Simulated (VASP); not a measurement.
Wanted: the native input for a VASP 6.6.1 run.

* Task: single point
* Functional: PBE
* Potentials or basis: VASP PAW PBE potentials, release 64 (Sc_sv, Ga_d, P, As)
* Cutoff: 520 eV
* k mesh: 6 × 6 × 2
* Occupations: gaussian, width 0.1 eV
* Spin: collinear spin
* Starting moments: [1.0, 0.0, 0.0, 0.0, 0.0, 0.0] μB
* Dipole correction: no
* Further INCAR settings: ALGO = Normal; EDIFF = 1e-06; NBANDS = 39

The structure of ScGa2AsP2 lies in POSCAR:

```
ScGa2AsP2
1.0
    4.5881364787      0.0000000000      0.0000000000
   -2.2940682394      3.9734427466      0.0000000000
    0.0000000000      0.0000000000     10.3146469319
Sc Ga P As
1 2 2 1
Direct
    0.0000000000      0.0000000000      0.5000000000
    0.0000000000      0.0000000000      0.2286065716
    0.0000000000      0.0000000000      0.7713934284
    0.3333333333      0.6666666667      0.5000000000
    0.6666666667      0.3333333333      0.5000000000
    0.0000000000      0.0000000000      0.0000000000
```

The cell was built from a structure type or drawn by symmetry, and may not be a known phase.

These files were run (other wordings do the same):

INCAR

```
  ALGO = Normal
  EDIFF = 1E-6
  ENCUT = 520
  GGA = PE
  ISIF = 2
  ISMEAR = 0
  ISPIN = 2
  LASPH = T
  LCHARG = T
  LELF = T
  LMAXMIX = 4
  LORBIT = 11
  LREAL = F
  LVHAR = T
  LWAVE = F
  MAGMOM = 1 0 0 0 0 0
  NBANDS = 39
  NELM = 150
  PREC = Accurate
  SIGMA = 0.1
```

KPOINTS

```
k-points
0
Gamma
  6 6 2
```

Potentials or basis: VASP PAW PBE potentials, release 64 (Sc_sv, Ga_d, P, As).

Launch:

```console
$ cat potpaw_PBE.64/Sc_sv/POTCAR potpaw_PBE.64/Ga_d/POTCAR potpaw_PBE.64/P/POTCAR potpaw_PBE.64/As/POTCAR > POTCAR
$ mpirun -np 1 vasp_std > vasp.out
```

Results of the run:

```
Pressure                                              : 0.1 GPa
Largest force                                         : 0.020 eV/Å
Band gap on the k mesh                                : zero (filled and empty bands overlap)
Net moment                                            : 0.00 μB per cell
Valence electrons inside the program's atomic spheres : Sc 9.57; Ga 11.50; P 2.42; As 2.73
```

Run time: 2.7 min on 1 thread of Intel(R) Xeon(R) 6975P-C (Granite Rapids), on a shared host, peak memory 0.5 GiB.
